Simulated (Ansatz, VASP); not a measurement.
One calculation of Cu, two programs

INCAR

```
SYSTEM = Cu
ALGO     = Normal         ! electronic algorithm
EDIFF    = 1E-7           ! SCF threshold, eV
ENCUT    = 520            ! plane-wave cutoff, eV
GGA      = PE             ! functional
ISIF     = 2              ! what is computed and relaxed
ISMEAR   = -1             ! smearing method
LASPH    = .TRUE.         ! aspherical terms in the spheres
LCHARG   = .FALSE.        ! write CHGCAR
LREAL    = .FALSE.        ! projectors in reciprocal space
LWAVE    = .FALSE.        ! write WAVECAR
NBANDS   = 24             ! bands
NELM     = 80             ! most SCF steps
PREC     = Accurate       ! precision mode
SIGMA    = 0.08           ! smearing width, eV
```

Contents of KPOINTS:

```
k-points
0
G
  9 9 12
  0 0 0
```

POSCAR

```
Cu
1.0
    3.8014433310      0.0000000000      0.0000000000
   -1.9007216654      3.2921464957      0.0000000000
    0.0000000000      0.0000000000      2.2763004694
Cu
3
Direct
    0.0000000000      0.0000000000      0.0000000000
    0.3333333333      0.6666666667      0.5000000000
    0.6666666667      0.3333333333      0.5000000000
```

Input for Ansatz:

```yaml
crystal:
  lattice:
    - [3.801443331, 0.0, 0.0]
    - [-1.9007216654, 3.2921464957, 0.0]
    - [0.0, 0.0, 2.2763004694]
  atoms:
    - { symbol: Cu, position: [0.0, 0.0, 0.0] }
    - { symbol: Cu, position: [0.3333333333, 0.6666666667, 0.5] }
    - { symbol: Cu, position: [0.6666666667, 0.3333333333, 0.5] }
kpoints:
  mp_grid: { grid: [9, 9, 12] }
scf:
  occupations: { method: fermi_dirac, width: 0.08 }
hamiltonian:
  xc: pbe
  pseudopotentials: { kind: all_electron, lapw: { basis_error: 0.001 } }
output:
  forces: true
  stress: true
  eigenvalues: true
  populations: true
```

Change from the starting cell: volume scaled by 0.78, LAPW.

Alike in both runs: task single point; functional PBE; k mesh 9 × 9 × 12; occupations fermi-dirac, width 0.08 eV; no spin polarisation.

```csv
,VASP,Ansatz
version,VASP 6.6.1,Ansatz 0.2.0
potentials or method,"VASP PAW PBE potentials, release 64 (Cu), cutoff 520 eV","all-electron LAPW, scalar-relativistic"
```

VASP gave:

| Property | Result |
| --- | --- |
| pressure (GPa) | 62.9 |
| traceless stress, the component that is largest in VASP (GPa) | -0.05 |

Problem. What did Ansatz give for the same quantities?

Solution. Pressure (GPa): 62.4; traceless stress, the component that is largest in VASP (GPa): 0.13.

Both programs put the cell under a high pressure, so it lies far from rest at this level. Ansatz ran all-electron here, and VASP with PAW potentials.

Noted on VASP's run: the cell as given lies far from equilibrium.
